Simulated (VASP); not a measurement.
## Hf2SiOF2: single point with PBE

The system is Hf2SiOF2.

```
Hf Si O F
1.0
     3.17262    0.00000    0.00000
     0.00000    3.17262    0.00000
     0.00000    0.00000    7.96233
Hf Si O F
2 1 1 2
Direct
  0.50000 0.00000 0.33771
  0.00000 0.50000 0.66229
  0.50000 0.50000 0.00000
  0.00000 0.00000 0.00000
  0.50000 0.00000 0.70708
  0.00000 0.50000 0.29292
```

The cell was generated, and may not be a known phase.

```json
{
 "Program": "VASP 6.6.1",
 "Task": "single point",
 "Functional": "PBE",
 "Potentials or basis": "VASP PAW PBE potentials, release 64 (Hf_pv, Si, O, F)",
 "Cutoff": "520 eV",
 "k mesh": "6 × 6 × 2",
 "Occupations": "gaussian, width 0.1 eV",
 "Spin": "no spin polarisation",
 "Dipole correction": "no",
 "Further INCAR settings": "ALGO = Normal; EDIFF = 1e-07; NBANDS = 31"
}
```

| Quantity | Value |
| --- | --- |
| Pressure | -1.4 GPa |
| Largest force | 0.051 eV/Å |
| Band gap on the k mesh | zero (bands 22 and 23 overlap by 0.76 eV) |

Forces in eV/Å, atoms in the order of the input:
```
Hf   0.000  0.000 -0.032
Hf   0.000  0.000  0.032
Si   0.000  0.000  0.000
O    0.000  0.000  0.000
F    0.000  0.000 -0.051
F    0.000  0.000  0.051
```

Stress tensor (GPa, compression positive):
```
-1.81  0.00  0.00
 0.00 -1.81  0.00
 0.00  0.00 -0.69
```

Levels at points of the mesh, in eV from the Fermi level:
| k point | band 19 | band 20 | band 21 | band 22 | band 23 | band 24 | band 25 | band 26 |
| --- | --- | --- | --- | --- | --- | --- | --- | --- |
| (0.00, 0.00, 0.00) | -4.42 | -2.71 | -2.21 | -2.00 | 0.24 | 1.09 | 1.54 | 1.54 |
| (0.50, 0.00, 0.00) | -1.47 | -1.10 | -0.32 | -0.08 | 0.06 | 1.52 | 1.63 | 2.30 |
| (0.50, 0.50, 0.00) | -3.53 | -1.73 | -1.26 | -0.27 | 1.02 | 1.02 | 2.56 | 2.58 |
| (0.00, 0.00, 0.50) | -4.41 | -2.81 | -2.09 | -1.72 | 0.37 | 1.23 | 1.45 | 1.45 |
| (0.50, 0.00, 0.50) | -1.36 | -1.10 | -1.02 | 0.18 | 0.25 | 1.46 | 1.64 | 2.33 |
| (0.50, 0.50, 0.50) | -3.70 | -2.22 | -1.31 | 0.69 | 0.69 | 1.96 | 2.00 | 2.62 |

It took 70 s on 1 thread of Intel Xeon 8259CL, on a shared host, peak memory 0.21 GiB.

Caveat: the k points lie up to 0.39 Å⁻¹ apart, too coarse for converged energies and pressures of a metal; spin-orbit coupling is left out, which moves the levels of the heavy elements.
